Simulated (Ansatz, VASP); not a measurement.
## One calculation of Ta2N, two programs

```
Ta N
1.0
     3.11358    0.00000    0.00000
    -1.55679    2.69644    0.00000
     0.00000    0.00000    4.99978
Ta N
2 1
Cartesian
  1.5568 0.8988 3.7333
  0.0000 1.7976 1.2665
  0.0000 0.0000 0.0000
```

Alike in both runs: task single point; functional LDA; k mesh 18 × 18 × 10; occupations gaussian, width 0.15 eV; no spin polarisation.

|  | VASP | Ansatz |
| --- | --- | --- |
| version | VASP 6.6.1 | Ansatz 0.2.0 |
| potentials or method | VASP PAW LDA potentials, release 64 (Ta_pv, N), cutoff 520 eV | scalar-relativistic, plane waves, PAW |
| valence electrons in the cell | 27 | 31 |

|  | VASP | Ansatz | Ansatz less VASP |
| --- | --- | --- | --- |
| gap on the k mesh at the Fermi level (eV) | none | none | - |
| pressure (GPa) | -19.5 | -20.6 | -1.17 |
| traceless stress, the component that is largest in VASP (GPa) | -3.41 | -3.31 | +0.102 |
| rms of the force components (eV/Å) | 0.124 | 0.142 | +0.0188 |

Ansatz warns that its potentials were made for another functional, while VASP's fit it. LDA's correlation is that of Perdew and Zunger in VASP and of Perdew and Wang (1992) in Ansatz. Atom by atom the forces differ by 0.019 eV/Å (rms over components). A gap of «none» marks a metal or a gap that the smearing closes. VASP's potentials hold 27 valence electrons a cell and Ansatz's 31, so a difference there can come from the potentials and not from the codes.

Spin-orbit coupling is off throughout.
